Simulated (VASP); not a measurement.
# Ge (Fd-3m) in VASP: further runs, part 2 of 2

VASP 6.6.1.

## 3. Single point, LDA (volume scaled by 0.4)

File INCAR:

```
SYSTEM = Ge
  ALGO = Normal
  EDIFF = 1E-6
  ENCUT = 500
  GGA_COMPAT = .FALSE.
  ISIF = 2
  ISMEAR = -1
  LASPH = .TRUE.
  LCHARG = .FALSE.
  LREAL = .FALSE.
  LWAVE = .FALSE.
  NBANDS = 21
  NELM = 120
  PREC = Accurate
  SIGMA = 0.05
```

File KPOINTS:

```
k-points
0
G
  13 13 13
  0 0 0
```

File POSCAR:

```
Ge
1.0
    0.0000000000      2.0711916755      2.0711916755
    2.0711916755      0.0000000000      2.0711916755
    2.0711916755      2.0711916755      0.0000000000
Ge
2
Direct
   -0.1250000000     -0.1250000000     -0.1250000000
    0.1250000000      0.1250000000      0.1250000000
```

Potentials or basis: VASP PAW LDA potentials, release 64 (Ge_d).

Run with:

```bash
> cat potpaw_LDA.64/Ge_d/POTCAR > POTCAR
> mpirun -np 1 vasp_std > vasp.out
```

It took 18 s on 1 thread of AMD EPYC 9R45 (Zen 5), shared host; peak memory 0.11 GiB.

The run converged. Its results:

```yaml
Free_energy: 8.9037 eV
Pressure: 537.3 GPa
Band_gap_on_the_k_mesh: zero (band 14 reaches 20.69 eV, above the bottom of band 15 at 18.19 eV)
```

Levels at points of the mesh, in eV from the Fermi level:
```tsv
k point	band 12	band 13	band 14	band 15	band 16	band 17
(0.00, 0.00, 0.00)	1.74	1.74	1.74	3.32	3.32	3.32
```

## 4. Single point, LDA (volume scaled by 0.55)

File INCAR:

```
PREC = Accurate
ENCUT = 500
EDIFF = 1E-6
ISMEAR = -1
SIGMA = 0.05
LREAL = False
LASPH = True
NELM = 120
ALGO = Normal
ISIF = 2
LWAVE = False
LCHARG = False
NBANDS = 21
GGA_COMPAT = False
```

File KPOINTS:

```
regular mesh
0
Gamma
  13 13 13
```

File POSCAR:

```
Ge
1.0
    0.0000000000      2.3031445250      2.3031445250
    2.3031445250      0.0000000000      2.3031445250
    2.3031445250      2.3031445250      0.0000000000
Ge
2
Direct
   -0.1250000000     -0.1250000000     -0.1250000000
    0.1250000000      0.1250000000      0.1250000000
```

Potentials or basis: VASP PAW LDA potentials, release 64 (Ge_d).

Run with:

```bash
> cat potpaw_LDA.64/Ge_d/POTCAR > POTCAR
> mpirun -np 1 vasp_std > vasp.out
```

OUTCAR:

```text
PREC = Accurate
   ENCUT = 500
   EDIFF = 1E-6
   ISMEAR = -1
   LREAL = False
   LASPH = True
   NELM = 120
   ISIF = 2

 ion  position               nearest neighbor table
   1  0.875  0.875  0.875-   2 1.99   2 1.99   2 1.99   2 1.99
   2  0.125  0.125  0.125-   1 1.99   1 1.99   1 1.99   1 1.99

  LATTYP: Found a face centered cubic cell.
 ALAT       =     4.6062890500

  Lattice vectors:

 A1 = (   0.0000000000,   2.3031445250,   2.3031445250)
[... 763 lines left out ...]
------------------------ aborting loop because EDIFF is reached ----------------------------------------

  FORCE on cell =-STRESS in cart. coord.  units (eV):
  Direction    XX          YY          ZZ          XY          YZ          ZX
  --------------------------------------------------------------------------------------
  -------------------------------------------------------------------------------------
  Total       25.9550437     25.9550437     25.9550437     -0.0000000      0.0000000     -0.0000000
  in kB     1701.9185741   1701.9185741   1701.9185741     -0.0000000      0.0000000     -0.0000000
  external PRESSURE =    1701.9185741 kB  Pullay stress =       0.0000000 kB

 VOLUME and BASIS-vectors are now :
 -----------------------------------------------------------------------------
  energy-cutoff  :      500.00
  volume of cell :       24.43
      direct lattice vectors                 reciprocal lattice vectors
     0.000000000  2.303144525  2.303144525    -0.217094496  0.217094496  0.217094496
     2.303144525  0.000000000  2.303144525     0.217094496 -0.217094496  0.217094496
     2.303144525  2.303144525  0.000000000     0.217094496  0.217094496 -0.217094496

 POSITION                                       TOTAL-FORCE (eV/Angst)
 -----------------------------------------------------------------------------------
      4.03050      4.03050      4.03050        -0.000000     -0.000000     -0.000000
      0.57579      0.57579      0.57579         0.000000      0.000000      0.000000
 -----------------------------------------------------------------------------------
    total drift:                                0.000000      0.000000      0.000000

  FREE ENERGIE OF THE ION-ELECTRON SYSTEM (eV)
  ---------------------------------------------------
  free  energy   TOTEN  =        -4.2266339922 eV

  energy  without entropy=       -4.2243284612  energy(sigma->0) =       -4.22548123
```

It took 17 s on 1 thread of AMD EPYC 9R45 (Zen 5), shared host; peak memory 0.12 GiB.

What came out:

| Property | Result |
| --- | --- |
| Free energy | -4.2266 eV |
| Pressure | 170.2 GPa |
| Band gap on the k mesh | zero (band 14 reaches 13.33 eV, above the bottom of band 15 at 12.34 eV) |

Levels at points of the mesh, in eV from the Fermi level:
```csv
k point,band 10,band 11,band 12,band 13,band 14,band 15,band 16,band 17,band 18,band 19
"(0.00, 0.00, 0.00)",-25.63,-18.80,0.71,0.71,0.71,3.03,3.03,3.03,6.89,8.29
```

## 5. Single point, LDA (volume scaled by 0.65)

File INCAR:

```
PREC     = Accurate       # precision mode
ENCUT    = 500            # plane-wave cutoff, eV
EDIFF    = 1E-6           # SCF threshold, eV
ISMEAR   = -1             # smearing method
SIGMA    = 0.05           # smearing width, eV
LREAL    = F              # projectors in reciprocal space
LASPH    = T              # aspherical terms in the spheres
NELM     = 120            # most SCF steps
ALGO     = Normal         # electronic algorithm
ISIF     = 2              # what is computed and relaxed
LWAVE    = F              # write WAVECAR
LCHARG   = F              # write CHGCAR
GGA      = CA             # functional
NBANDS   = 21             # bands
GGA_COMPAT= F
```

KPOINTS is that of step 4.

File POSCAR:

```
Ge
1.0
    0.0000000000      2.4350324157      2.4350324157
    2.4350324157      0.0000000000      2.4350324157
    2.4350324157      2.4350324157      0.0000000000
Ge
2
Direct
   -0.1250000000     -0.1250000000     -0.1250000000
    0.1250000000      0.1250000000      0.1250000000
```

Potentials or basis: VASP PAW LDA potentials, release 64 (Ge_d).

Run with:

```bash
> cat potpaw_LDA.64/Ge_d/POTCAR > POTCAR
> mpirun -np 1 vasp_std > vasp.out
```

OUTCAR:

```text
PREC = Accurate
   ENCUT = 500
   EDIFF = 1E-6
   ISMEAR = -1
   LREAL = F
   LASPH = T
   NELM = 120
   ISIF = 2
   GGA = CA

 ion  position               nearest neighbor table
   1  0.875  0.875  0.875-   2 2.11   2 2.11   2 2.11   2 2.11
   2  0.125  0.125  0.125-   1 2.11   1 2.11   1 2.11   1 2.11

  LATTYP: Found a face centered cubic cell.
 ALAT       =     4.8700648314

  Lattice vectors:

 A1 = (   0.0000000000,   2.4350324157,   2.4350324157)
 A2 = (   2.4350324157,   0.0000000000,   2.4350324157)
 A3 = (   2.4350324157,   2.4350324157,   0.0000000000)

Analysis of symmetry for initial positions (statically):
=====================================================================
 Subroutine PRICEL returns:
 Original cell was already a primitive cell.

 Routine SETGRP: Setting up the symmetry group for a
 face centered cubic supercell.

 Subroutine GETGRP returns: Found 48 space group operations
 (whereof 12 operations were pure point group operations)
 out of a pool of 48 trial point group operations.

[... 158 lines left out ...]
  ext. energy  EPLUGINS =         0.00000000
  ---------------------------------------------------
  free energy    TOTEN  =        -7.61465079 eV

  energy without entropy =       -7.61287280  energy(sigma->0) =       -7.61376180

 E-fermi :  10.1233     XC(G=0): -12.6116

 val. band max:       10.1014011164   @ k =   0.0769   0.0000   0.0000
 cond. band min:      10.1664712900   @ k =  -0.4615   0.4615   0.0000
 fundamental gap:      0.0650701735
 Fermi energy:        10.1233179819

 k-point     1 :       0.0000    0.0000    0.0000
  band No.  band energies     occupation
      1     -15.9963      2.00000
      2     -15.9963      2.00000
      3     -15.9963      2.00000
      4     -15.9127      2.00000
      5     -15.9127      2.00000
      6     -15.2916      2.00000
[... 565 lines left out ...]
     20      24.4689      0.00000
     21      24.7461      0.00000

 [... further k-points ...]

------------------------ aborting loop because EDIFF is reached ----------------------------------------

  FORCE on cell =-STRESS in cart. coord.  units (eV):
  Direction    XX          YY          ZZ          XY          YZ          ZX
  --------------------------------------------------------------------------------------
  -------------------------------------------------------------------------------------
  Total       15.1923571     15.1923571     15.1923571      0.0000000     -0.0000000      0.0000000
  in kB      842.9299909    842.9299909    842.9299909      0.0000000     -0.0000000      0.0000000
  external PRESSURE =     842.9299909 kB  Pullay stress =       0.0000000 kB

 VOLUME and BASIS-vectors are now :
 -----------------------------------------------------------------------------
  energy-cutoff  :      500.00
  volume of cell :       28.88
      direct lattice vectors                 reciprocal lattice vectors
     0.000000000  2.435032416  2.435032416    -0.205336076  0.205336076  0.205336076
     2.435032416  0.000000000  2.435032416     0.205336076 -0.205336076  0.205336076
     2.435032416  2.435032416  0.000000000     0.205336076  0.205336076 -0.205336076

 POSITION                                       TOTAL-FORCE (eV/Angst)
 -----------------------------------------------------------------------------------
      4.26131      4.26131      4.26131         0.000000     -0.000000     -0.000000
      0.60876      0.60876      0.60876        -0.000000      0.000000      0.000000
 -----------------------------------------------------------------------------------
    total drift:                                0.000000      0.000000     -0.000000

  FREE ENERGIE OF THE ION-ELECTRON SYSTEM (eV)
  ---------------------------------------------------
  free  energy   TOTEN  =        -7.6146507939 eV

  energy  without entropy=       -7.6128728009  energy(sigma->0) =       -7.61376180
```

stdout:

```text
POSCAR found type information on POSCAR Ge
 POSCAR found :  1 types and       2 ions
 scaLAPACK will be used
 LDA part: xc-table for (Slater(with rela. corr.)+CA(PZ))
 , standard interpolation
 POSCAR, INCAR and KPOINTS ok, starting setup
 FFT: planning ... GRIDC
 FFT: planning ... GRID_SOFT
 FFT: planning ... GRID
 WAVECAR not read
 entering main loop
```

It took 26 s on 1 thread of AMD EPYC 9R45 (Zen 5), shared host; peak memory 0.13 GiB.

What came out:

```
Free energy            : -7.6147 eV
Pressure               : 84.3 GPa
Band gap on the k mesh : zero (band 14 reaches 10.39 eV, above the bottom of band 15 at 9.97 eV)
```

Levels at points of the mesh, in eV from the Fermi level:
```tsv
k point	band 11	band 12	band 13	band 14	band 15	band 16	band 17	band 18
(0.00, 0.00, 0.00)	-16.97	0.27	0.27	0.27	2.77	2.77	2.77	4.75
```

## 6. Summary

| cell | gap on the mesh (eV) | pressure (GPa) |
| --- | --- | --- |
| a = 2.929 Å, angles 60.0°, 2 atoms | none | 537.3 |
| a = 3.257 Å, angles 60.0°, 2 atoms | none | 170.2 |
| a = 3.444 Å, angles 60.0°, 2 atoms | none | 84.3 |

Alike in all rows: task single point; level LDA; potentials or basis VASP PAW LDA potentials, release 64 (Ge_d); no spin polarisation; k mesh 13 × 13 × 13; cutoff (eV) 500; smearing fermi-dirac 0.05 eV.

Total energies depend on the potentials used, so only differences within one code and one set of settings carry meaning.
